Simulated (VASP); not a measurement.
PbS (rocksalt type): single point with PBE

Crystal: PbS (rocksalt type).

```
CELL_PARAMETERS angstrom
0.00000 3.00422 3.00422
3.00422 0.00000 3.00422
3.00422 3.00422 0.00000
ATOMIC_POSITIONS crystal
Pb 0.00000 0.00000 0.00000
S 0.50000 0.50000 0.50000
```

- Program: VASP 6.6.1
- Task: single point
- Functional: PBE
- Potentials or basis: VASP PAW PBE potentials, release 64 (Pb_d, S)
- Cutoff: 520 eV
- k mesh: 14 × 14 × 14
- Occupations: fermi-dirac, width 0.1 eV
- Spin: no spin polarisation
- Dipole correction: no
- Further INCAR settings: ALGO = Normal; EDIFF = 1e-06; NBANDS = 17

```json
{
 "Pressure": "-0.1 GPa",
 "Band gap on the k mesh": "0.50 eV, direct"
}
```

Levels at points of the mesh, in eV from the valence-band top:
| k point | band 8 | band 9 | band 10 | band 11 | band 12 | band 13 |
| --- | --- | --- | --- | --- | --- | --- |
| (0.00, 0.00, 0.00) | -1.94 | -1.94 | -1.94 | 5.14 | 5.14 | 5.14 |
| (0.50, 0.00, 0.00) | -1.58 | -1.58 | 0.00 | 0.50 | 2.08 | 2.08 |
| (0.50, 0.50, 0.00) | -4.83 | -3.15 | -3.15 | 4.07 | 5.48 | 5.58 |

It took 26 s on 1 thread of Intel(R) Xeon(R) 6975P-C (Granite Rapids), with other jobs on the host, peak memory 0.24 GiB.

Caveat: spin-orbit coupling is left out, which moves the levels of the heavy elements. A k mesh can miss the band edges.
